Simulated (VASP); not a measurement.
# CuSi16 (a cell with a defect) in VASP: further runs

Runs on CuSi16 (a cell with a defect). Level: PBEsol. Tasks: single point.

Program: VASP 6.6.1. These are calculated values, not measurements. Logs are shortened: lines on timing, memory, paths and dates and some standing lists are left out, and cuts for length are marked.

### Step 1. The cell of the first run

The cell holds a defect, 17 atoms: a = 7.679 Å, b = 7.679 Å, c = 7.679 Å, α = 60.00°, β = 60.00°, γ = 60.00°.

### Step 2. Single point, PBEsol

INCAR reads:

```
ALGO     = Normal         # electronic algorithm
EDIFF    = 1E-7           # SCF threshold, eV
ENCUT    = 520            # plane-wave cutoff, eV
GGA      = PS             # functional
ISIF     = 2              # what is computed and relaxed
ISMEAR   = -1             # smearing method
LASPH    = T              # aspherical terms in the spheres
LCHARG   = F              # write CHGCAR
LREAL    = Auto         
LWAVE    = F              # write WAVECAR
NBANDS   = 52             # bands
NELECT   = 74.0         
NELM     = 60             # most SCF steps
PREC     = Accurate       # precision mode
SIGMA    = 0.05           # smearing width, eV
```

KPOINTS reads:

```
k-points
0
Gamma
  2 2 2
```

POSCAR reads:

```
CuSi16
1.0
    0.0000000000      5.4300000000      5.4300000000
    5.4300000000      0.0000000000      5.4300000000
    5.4300000000      5.4300000000      0.0000000000
Si Cu
16 1
Direct
    0.0028514733     -0.0105487109      0.0115566298
    0.1388930939      0.1188529466      0.1209520258
    0.0025468692     -0.0099663904      0.4957995396
    0.0814674033      0.1331657459      0.6426896869
    0.0133113260      0.4918763352     -0.0027525783
    0.1393888582      0.6143096685      0.1217772560
    0.0034253223      0.5018168508      0.4969035912
    0.1384024862      0.6147943831      0.6241531308
    0.5133395948     -0.0117020258     -0.0008099448
    0.6143314917      0.1205977901      0.1383128913
    0.4539593002      0.0106821363      0.5175139963
    0.6140168508      0.1205768877      0.6268004604
    0.5138305709      0.4929546961     -0.0001406998
    0.6399870166      0.6163472376      0.1221678637
    0.5129430939      0.4930101289      0.4940344383
    0.6138081031      0.6307543278      0.6276933702
    0.8239650092      0.8842012891      0.3961342541
```

Potentials or basis: VASP PAW PBE potentials, release 64 (Si, Cu).

Command:

```bash
> cat potpaw_PBE.64/Si/POTCAR potpaw_PBE.64/Cu/POTCAR > POTCAR
> mpirun -np 1 vasp_std > vasp.out
```

OUTCAR:

```text
EDIFF = 1E-7
   ENCUT = 520
   GGA = PS
   ISIF = 2
   ISMEAR = -1
   LASPH = T
   LREAL = Auto
   NELECT = 74.0
   NELM = 60
   PREC = Accurate

 ion  position               nearest neighbor table
   1  0.003  0.989  0.012-   4 2.33   2 2.35   6 2.35  17 2.43  10 2.44
   2  0.139  0.119  0.121-   5 2.34   9 2.35   1 2.35   3 2.35
   3  0.003  0.990  0.496-   4 2.33   2 2.35   8 2.35  17 2.43  12 2.44
   4  0.081  0.133  0.643-   7 2.33   1 2.33   3 2.33  11 2.34
   5  0.013  0.492  0.997-   2 2.34   6 2.34   8 2.34  14 2.34
   6  0.139  0.614  0.122-   5 2.34  13 2.35   7 2.35   1 2.35
   7  0.003  0.502  0.497-   4 2.33   6 2.35   8 2.35  17 2.42  16 2.44
   8  0.138  0.615  0.624-   5 2.34  15 2.35   7 2.35   3 2.35  17 2.96
   9  0.513  0.988  0.999-  14 2.33  12 2.34  10 2.34   2 2.35
  10  0.614  0.121  0.138-  13 2.34   9 2.34  11 2.39   1 2.44  17 2.55
  11  0.454  0.011  0.518-  17 2.32   4 2.34  10 2.39  12 2.39  16 2.39
  12  0.614  0.121  0.627-   9 2.34  15 2.34  11 2.39   3 2.44  17 2.54
  13  0.514  0.493  1.000-  14 2.33  16 2.34  10 2.34   6 2.35
  14  0.640  0.616  0.122-  13 2.33  15 2.33   9 2.33   5 2.34
  15  0.513  0.493  0.494-  14 2.33  16 2.34  12 2.34   8 2.35
  16  0.614  0.631  0.628-  13 2.34  15 2.34  11 2.39   7 2.44  17 2.52
  17  0.824  0.884  0.396-  11 2.32   7 2.42   3 2.43   1 2.43  16 2.52  12 2.54  10 2.55   8 2.96

  LATTYP: Found a face centered cubic cell.
 ALAT       =    10.8600000000

  Lattice vectors:

 A1 = (   0.0000000000,   5.4300000000,   5.4300000000)
 A2 = (   5.4300000000,   0.0000000000,   5.4300000000)
 A3 = (   5.4300000000,   5.4300000000,   0.0000000000)

Analysis of symmetry for initial positions (statically):
=====================================================================
 Subroutine PRICEL returns:
 Original cell was already a primitive cell.

 Routine SETGRP: Setting up the symmetry group for a
 face centered cubic supercell.

 Subroutine GETGRP returns: Found  1 space group operations
 (whereof  1 operations were pure point group operations)
 out of a pool of 48 trial point group operations.

The static configuration has the point symmetry C_1 .

Analysis of symmetry for dynamics (positions and initial velocities):
=====================================================================
 Subroutine PRICEL returns:
 Original cell was already a primitive cell.

 Routine SETGRP: Setting up the symmetry group for a
 face centered cubic supercell.

 Subroutine GETGRP returns: Found  1 space group operations
 (whereof  1 operations were pure point group operations)
 out of a pool of 48 trial point group operations.

The dynamic configuration has the point symmetry C_1 .

 Subroutine INISYM returns: Found  1 space group operations
 (whereof  1 operations are pure point group operations),
 and found     1 'primitive' translations

----------------------------------------------------------------------------------------

                                     Primitive cell

  volume of cell :     320.2060

  direct lattice vectors                    reciprocal lattice vectors
     0.000000000  5.430000000  5.430000000    -0.092081031  0.092081031  0.092081031
     5.430000000  0.000000000  5.430000000     0.092081031 -0.092081031  0.092081031
     5.430000000  5.430000000  0.000000000     0.092081031  0.092081031 -0.092081031

  length of vectors
     7.679179644  7.679179644  7.679179644     0.159489025  0.159489025  0.159489025

  position of ions in fractional coordinates (direct lattice)
     0.002851473  0.989451289  0.011556630
     0.138893094  0.118852947  0.120952026
     0.002546869  0.990033610  0.495799540
     0.081467403  0.133165746  0.642689687
     0.013311326  0.491876335  0.997247422
     0.139388858  0.614309668  0.121777256
[... 9 lines left out ...]
     0.613808103  0.630754328  0.627693370
     0.823965009  0.884201289  0.396134254

  ion indices of the primitive-cell ions
   primitive index   ion index
                 1           1
                 2           2
                 3           3
[... 48 lines left out ...]
  Thomas-Fermi vector in A             =   2.137265
   LORBIT       =      0    0 simple, 1 ext, 2 COOP (PROOUT), +10 PAW based schemes
   GGA     = PS    functional components
   LHFCALC =     F    Hartree Fock is set to
   AEXX    =    0.0000 exact exchange contribution
   IVDW    =     0    specifies the selected vdW correction
   LEPSILON=     F    determine dielectric tensor
   LRPA    =     F    only Hartree local field effects (RPA)
 non-spin polarized calculation
  energy-cutoff  :      520.00
  volume of cell :      320.21
 maximum number of plane-waves:      8646
 NGX is ok and might be reduce to    60
   NGX = 29   NGY = 29   NGZ = 29

 number of electron      74.0000000 magnetization

 Free energy of the ion-electron system (eV)
  ---------------------------------------------------
  ext. energy  EPLUGINS =         0.00000000
  ---------------------------------------------------
  free energy    TOTEN  =      -100.08055225 eV

  energy without entropy =     -100.07685403  energy(sigma->0) =     -100.07870314

 E-fermi :   6.3585     XC(G=0):  -9.7565

 val. band max:        6.1515834405   @ k =   0.0000   0.0000   0.0000
 cond. band min:       6.5396978346   @ k =   0.0000   0.0000   0.0000
 fundamental gap:      0.3881143940
 Fermi energy:         6.3585113988

 k-point     1 :       0.0000    0.0000    0.0000
  band No.  band energies     occupation
      1      -5.9696      2.00000
      2      -3.6177      2.00000
      3      -3.5470      2.00000
      4      -3.5252      2.00000
      5      -3.5243      2.00000
      6      -2.1073      2.00000
[... 41 lines left out ...]
     48       8.3365      0.00000
     49       8.6753      0.00000

 k-point     2 :       0.5000    0.0000    0.0000
  band No.  band energies     occupation
      1      -5.2592      2.00000
      2      -5.0560      2.00000
      3      -3.3976      2.00000
      4      -3.2375      2.00000
      5      -3.2362      2.00000
      6      -3.0890      2.00000
[... 304 lines left out ...]
 k-point     8 :       0.5000    0.0000    0.5000
  band No.  band energies     occupation
      1      -5.0130      2.00000
      2      -4.7841      2.00000
      3      -3.9382      2.00000
      4      -3.8425      2.00000
      5      -3.8090      2.00000
      6      -3.7870      2.00000
[... 41 lines left out ...]
     48      10.3673      0.00000
     49      10.3731      0.00000
 [bands above 49 left out]

------------------------ aborting loop because EDIFF is reached ----------------------------------------

  FORCE on cell =-STRESS in cart. coord.  units (eV):
  Direction    XX          YY          ZZ          XY          YZ          ZX
  --------------------------------------------------------------------------------------
  -------------------------------------------------------------------------------------
  Total       -5.9190948     -5.9386788     -5.8374168     -0.3433503      0.3126540     -0.2884812
  in kB      -29.6166816    -29.7146713    -29.2079988     -1.7179816      1.5643902     -1.4434395
  external PRESSURE =     -29.5131172 kB  Pullay stress =       0.0000000 kB

 VOLUME and BASIS-vectors are now :
 -----------------------------------------------------------------------------
  energy-cutoff  :      520.00
  volume of cell :      320.21
      direct lattice vectors                 reciprocal lattice vectors
     0.000000000  5.430000000  5.430000000    -0.092081031  0.092081031  0.092081031
     5.430000000  0.000000000  5.430000000     0.092081031 -0.092081031  0.092081031
     5.430000000  5.430000000  0.000000000     0.092081031  0.092081031 -0.092081031

 POSITION                                       TOTAL-FORCE (eV/Angst)
 -----------------------------------------------------------------------------------
      5.43547      0.07824      5.38820         0.003267     -0.029789      0.001275
      1.30214      1.41096      1.39956        -0.000294      0.003390      0.001247
      8.06807      2.70602      5.38971         0.030495      0.006484      0.001479
      4.21290      3.93217      1.16546        -0.009347      0.003446      0.003874
      8.08594      5.48733      2.74317         0.000035     -0.005311     -0.000040
      3.99695      1.41813      4.09258         0.001671      0.001332     -0.002663
[... 9 lines left out ...]
      6.83337      6.74135      6.75797        -0.017445      0.012395      0.013009
      6.95222      6.62514      9.27534        -0.017255      0.009755      0.021674
 -----------------------------------------------------------------------------------
    total drift:                                0.002984     -0.003605      0.004592

  FREE ENERGIE OF THE ION-ELECTRON SYSTEM (eV)
  ---------------------------------------------------
  free  energy   TOTEN  =      -100.0805522522 eV

  energy  without entropy=     -100.0768540343  energy(sigma->0) =     -100.07870314
```

Run time: 6.2 min. Hardware: 1 thread of Intel Xeon Platinum 8488C (Sapphire Rapids), shared host; peak memory 0.49 GiB.

Results:

```
Free energy   : -100.0806 eV
Largest force : 0.040 eV/Å
```

Forces in eV/Å, atoms in the order of the input:
```
Si   0.003 -0.030  0.001
Si   0.000  0.003  0.001
Si   0.030  0.006  0.001
Si  -0.009  0.003  0.004
Si   0.000 -0.005  0.000
Si   0.002  0.001 -0.003
Si   0.015 -0.008 -0.036
Si  -0.005  0.008  0.005
Si   0.000 -0.001  0.001
Si  -0.008  0.005  0.006
Si   0.008 -0.007 -0.019
Si   0.002  0.006  0.010
Si  -0.004 -0.005 -0.006
Si   0.000 -0.004  0.000
Si   0.001  0.003 -0.002
Si  -0.017  0.012  0.013
Cu  -0.017  0.010  0.022
```

Levels at points of the mesh, in eV from the Fermi level:
```tsv
k point	band 34	band 35	band 36	band 37	band 38	band 39	band 40	band 41
(0.00, 0.00, 0.00)	-0.94	-0.74	-0.21	-0.21	0.18	0.47	0.47	0.49
(0.50, 0.00, 0.00)	-0.94	-0.93	-0.75	-0.75	0.29	1.15	1.19	1.19
(0.00, 0.50, 0.00)	-0.91	-0.86	-0.80	-0.74	0.51	0.96	1.15	1.20
(0.00, 0.00, 0.50)	-0.91	-0.87	-0.80	-0.71	0.51	0.95	1.15	1.21
(0.50, 0.50, 0.50)	-0.91	-0.86	-0.80	-0.72	0.51	0.95	1.15	1.20
(0.50, 0.50, 0.00)	-1.54	-1.45	-1.43	-1.01	0.57	0.93	1.91	1.96
(0.00, 0.50, 0.50)	-1.54	-1.46	-1.42	-1.01	0.58	0.93	1.91	1.96
(0.50, 0.00, 0.50)	-1.54	-1.46	-1.42	-1.02	0.58	0.93	1.91	1.96
```

Caveat: the k points lie up to 0.50 Å⁻¹ apart; the cell carries a net charge on a neutralising background, which shifts energy and pressure; the cell is charged against a uniform background, so pressure and absolute levels hang on convention; the PAW data sets were made with another functional, which shifts forces and pressure a little.

### Step 3. Single point, PBEsol

INCAR reads:

```
SYSTEM = CuSi16
  ALGO = Normal
  EDIFF = 1E-7
  ENCUT = 520
  GGA = PS
  ISIF = 2
  ISMEAR = -1
  LASPH = .True.
  LCHARG = .False.
  LREAL = Auto
  LWAVE = .False.
  NBANDS = 52
  NELECT = 74.0
  NELM = 80
  PREC = Accurate
  SIGMA = 0.05
```

KPOINTS reads:

```
k-points
0
Gamma
  2 2 2
  0 0 0
```

POSCAR reads:

```
CuSi16
1.0
    0.0000000000      5.4300000000      5.4300000000
    5.4300000000      0.0000000000      5.4300000000
    5.4300000000      5.4300000000      0.0000000000
Si Cu
16 1
Direct
   -0.0072101289     -0.0151740331      0.0353349908
    0.1330297422      0.1254426335      0.1280617864
    0.0056675875      0.0021721915      0.5019445672
    0.0960481584      0.1185923573      0.6636376611
    0.0089609576      0.4983709024     -0.0075777164
    0.1333673112      0.6110310313      0.1281864641
    0.0061825046      0.4870219153      0.5021662983
    0.1356161142      0.6211660221      0.6193175875
    0.5072710866     -0.0012128913     -0.0033550645
    0.6141526703      0.1227567219      0.1385075506
    0.4678538674      0.0085906998      0.5131008287
    0.6169615101      0.1305825046      0.6243114180
    0.5075537753      0.4955152855     -0.0031174954
    0.6352128913      0.6261998158      0.1110046041
    0.5102137201      0.5027199816      0.4823223757
    0.6169401473      0.6254924494      0.6247114180
    0.8363622468      0.8546550645      0.4506423573
```

Potentials or basis: VASP PAW PBE potentials, release 64 (Si, Cu).

Command:

```bash
> cat potpaw_PBE.64/Si/POTCAR potpaw_PBE.64/Cu/POTCAR > POTCAR
> mpirun -np 1 vasp_std > vasp.out
```

Run time: 6.6 min. Hardware: 1 thread of Intel Xeon Platinum 8488C (Sapphire Rapids), shared host; peak memory 0.5 GiB.

Results (log left out):

* Free energy: -100.0885 eV
* Largest force: 0.032 eV/Å

Forces in eV/Å, atoms in the order of the input:
```
Si   0.010 -0.015 -0.013
Si   0.009  0.002  0.008
Si   0.021  0.014  0.001
Si  -0.011  0.020  0.006
Si   0.000 -0.018 -0.003
Si  -0.001  0.000 -0.008
Si  -0.002  0.004 -0.029
Si  -0.004  0.016  0.012
Si  -0.003 -0.014 -0.007
Si  -0.008  0.005  0.012
Si  -0.013  0.005 -0.010
Si   0.025  0.004  0.019
Si   0.002 -0.015 -0.005
Si  -0.005 -0.007  0.007
Si  -0.008 -0.024  0.000
Si  -0.014  0.001 -0.002
Cu   0.003  0.023  0.012
```

Levels at points of the mesh, in eV from the Fermi level:
| k point | band 34 | band 35 | band 36 | band 37 | band 38 | band 39 | band 40 | band 41 |
| --- | --- | --- | --- | --- | --- | --- | --- | --- |
| (0.00, 0.00, 0.00) | -0.98 | -0.70 | -0.20 | -0.09 | 0.09 | 0.33 | 0.48 | 0.51 |
| (0.50, 0.00, 0.00) | -0.94 | -0.88 | -0.84 | -0.81 | 0.39 | 1.10 | 1.17 | 1.23 |
| (0.00, 0.50, 0.00) | -0.93 | -0.89 | -0.84 | -0.75 | 0.47 | 1.02 | 1.18 | 1.20 |
| (0.00, 0.00, 0.50) | -0.90 | -0.89 | -0.69 | -0.53 | 0.44 | 0.91 | 1.22 | 1.28 |
| (0.50, 0.50, 0.50) | -0.93 | -0.89 | -0.85 | -0.75 | 0.47 | 1.02 | 1.17 | 1.20 |
| (0.50, 0.50, 0.00) | -1.54 | -1.45 | -1.43 | -1.06 | 0.57 | 0.92 | 1.88 | 1.98 |
| (0.00, 0.50, 0.50) | -1.53 | -1.46 | -1.43 | -1.07 | 0.57 | 0.92 | 1.88 | 1.98 |
| (0.50, 0.00, 0.50) | -1.51 | -1.50 | -1.42 | -1.12 | 0.59 | 0.90 | 1.89 | 1.97 |

Caveat: the k points lie up to 0.50 Å⁻¹ apart; the cell carries a net charge on a neutralising background, which shifts energy and pressure; the cell is charged against a uniform background, so pressure and absolute levels hang on convention; the PAW data sets were made with another functional, which shifts forces and pressure a little.

### Step 4. Single point, PBEsol

INCAR reads:

```
SYSTEM = CuSi16
PREC = Accurate
ENCUT = 520
EDIFF = 1E-6
ISMEAR = -1
SIGMA = 0.05
LREAL = Auto
LASPH = .TRUE.
NELM = 80
ALGO = Normal
ISIF = 2
LWAVE = .FALSE.
LCHARG = .FALSE.
GGA = PS
NBANDS = 52
NELECT = 74.0
```

KPOINTS reads:

```
Automatic mesh
0
G
  2 2 2
  0 0 0
```

POSCAR reads:

```
CuSi16
1.0
    0.0000000000      5.4300000000      5.4300000000
    5.4300000000      0.0000000000      5.4300000000
    5.4300000000      5.4300000000      0.0000000000
Si Cu
16 1
Direct
   -0.0135294659     -0.0143766114      0.0425650092
    0.1274976059      0.1267911602      0.1343585635
    0.0065796501      0.0056221915      0.5081743094
    0.1099457643      0.1100389503      0.6700096685
    0.0054118785      0.4999328729     -0.0050113260
    0.1274791897      0.6116066298      0.1343655617
    0.0066654696      0.4796947514      0.5081790976
    0.1363886740      0.6205686004      0.6225555249
    0.5007340700      0.0046351750     -0.0049281768
    0.6123190608      0.1266573665      0.1345945672
    0.4797758748      0.0060511971      0.5083987109
    0.6211398711      0.1354238490      0.6226546041
    0.5007155617      0.4998109576     -0.0049196133
    0.6322832413      0.6315666667      0.1048097606
    0.5088261510      0.5077136280      0.4760565378
    0.6212144567      0.6209658379      0.6226704420
    0.8425953959      0.8423195212      0.4728731123
```

Command:

```bash
> cat potpaw_PBE.64/Si/POTCAR potpaw_PBE.64/Cu/POTCAR > POTCAR
> mpirun -np 1 vasp_std > vasp.out
```

Run time: 6.8 min. Hardware: 1 thread of Intel Xeon Platinum 8488C (Sapphire Rapids), shared host; peak memory 0.49 GiB.

The run converged. Its results:

```yaml
Free_energy: -100.0983 eV
Largest_force: 0.012 eV/Å
```

Forces on the atoms (eV/Å):
```
Si  -0.005 -0.006  0.005
Si   0.004  0.006  0.000
Si   0.005  0.004  0.011
Si   0.002  0.004 -0.001
Si  -0.005  0.000  0.004
Si   0.000  0.007 -0.003
Si  -0.010  0.003 -0.006
Si   0.002  0.004 -0.001
Si   0.000 -0.005  0.003
Si   0.004 -0.001 -0.002
Si   0.004 -0.011 -0.005
Si   0.006  0.005  0.001
Si  -0.003 -0.004 -0.001
Si   0.002  0.002 -0.002
Si  -0.001 -0.007  0.000
Si  -0.001  0.004 -0.006
Cu  -0.005 -0.005  0.005
```

Levels at points of the mesh, in eV from the Fermi level:
```csv
k point,band 33,band 34,band 35,band 36,band 37,band 38,band 39,band 40,band 41,band 42
"(0.00, 0.00, 0.00)",-1.08,-1.07,-0.69,-0.19,-0.01,0.00,0.25,0.49,0.49,0.60
"(0.50, 0.00, 0.00)",-2.05,-0.95,-0.90,-0.88,-0.78,0.45,1.04,1.13,1.22,1.34
"(0.00, 0.50, 0.00)",-2.05,-0.95,-0.90,-0.88,-0.77,0.46,1.03,1.13,1.22,1.34
"(0.00, 0.00, 0.50)",-2.17,-0.90,-0.90,-0.59,-0.58,0.44,0.89,1.27,1.28,1.48
"(0.50, 0.50, 0.50)",-2.05,-0.95,-0.90,-0.88,-0.77,0.46,1.03,1.13,1.22,1.34
"(0.50, 0.50, 0.00)",-1.85,-1.52,-1.50,-1.43,-1.13,0.59,0.88,1.84,1.98,2.10
"(0.00, 0.50, 0.50)",-1.85,-1.52,-1.50,-1.43,-1.13,0.59,0.88,1.84,1.98,2.10
"(0.50, 0.00, 0.50)",-1.86,-1.52,-1.50,-1.43,-1.13,0.59,0.88,1.85,1.98,2.10
```

Caveat: the k points lie up to 0.50 Å⁻¹ apart; the cell carries a net charge on a neutralising background, which shifts energy and pressure; the cell is charged against a uniform background, so pressure and absolute levels hang on convention; the PAW data sets were made with another functional, which shifts forces and pressure a little.
